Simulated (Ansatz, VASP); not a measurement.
# Two plane-wave programs on Rh

INCAR

```
SYSTEM = Rh
PREC = Accurate
ENCUT = 520
EDIFF = 1E-7
ISMEAR = 0
SIGMA = 0.15
LREAL = .FALSE.
LASPH = .TRUE.
NELM = 60
ALGO = Fast
ISIF = 2
LWAVE = .FALSE.
LCHARG = .FALSE.
GGA = PE
NBANDS = 22
```

KPOINTS

```
regular mesh
0
G
  18 18 10
  0 0 0
```

File POSCAR:

```
Rh
1.0
    2.6159000000      0.0000000000      0.0000000000
   -1.3079500000      2.2654358537      0.0000000000
    0.0000000000      0.0000000000      4.4553000000
Rh
2
Direct
    0.6666666667      0.3333333333      0.7500000000
    0.3333333333      0.6666666667      0.2500000000
```

Input for Ansatz:

```yaml
crystal:
  lattice:
    - [2.6159, 0.0, 0.0]
    - [-1.30795, 2.2654358537, 0.0]
    - [0.0, 0.0, 4.4553]
  atoms:
    - { symbol: Rh, position: [0.6666666667, 0.3333333333, 0.75] }
    - { symbol: Rh, position: [0.3333333333, 0.6666666667, 0.25] }
basis:
  ecutwfc: 420
kpoints:
  mp_grid: { grid: [18, 18, 10] }
hamiltonian:
  xc: pbe
  pseudopotentials: { kind: paw, azcp: { folder: soft_1 } }
scf:
  occupations: { method: gaussian, width: 0.15 }
output:
  forces: true
  stress: true
  eigenvalues: true
```

Alike in both runs: task single point; functional PBE; k mesh 18 × 18 × 10; occupations gaussian, width 0.15 eV; no spin polarisation.

|  | VASP | Ansatz |
| --- | --- | --- |
| version | VASP 6.6.1 | Ansatz 0.2.0 |
| potentials or method | VASP PAW PBE potentials, release 64 (Rh_pv), cutoff 520 eV | scalar-relativistic, plane waves, PAW |
| valence electrons in the cell | 30 | 34 |

```tsv
	VASP	Ansatz	Ansatz less VASP
gap on the k mesh at the Fermi level (eV)	none	none	-
pressure (GPa)	20.7	20.7	-0.05
traceless stress, the component that is largest in VASP (GPa)	-11.81	-11.80	+0.014
```

A gap of «none» marks a metal or a gap that the smearing closes. With one functional, cell and mesh, what is left measures potentials, basis and numerics. VASP's potentials hold 30 valence electrons a cell and Ansatz's 34, so a difference there can come from the potentials and not from the codes.
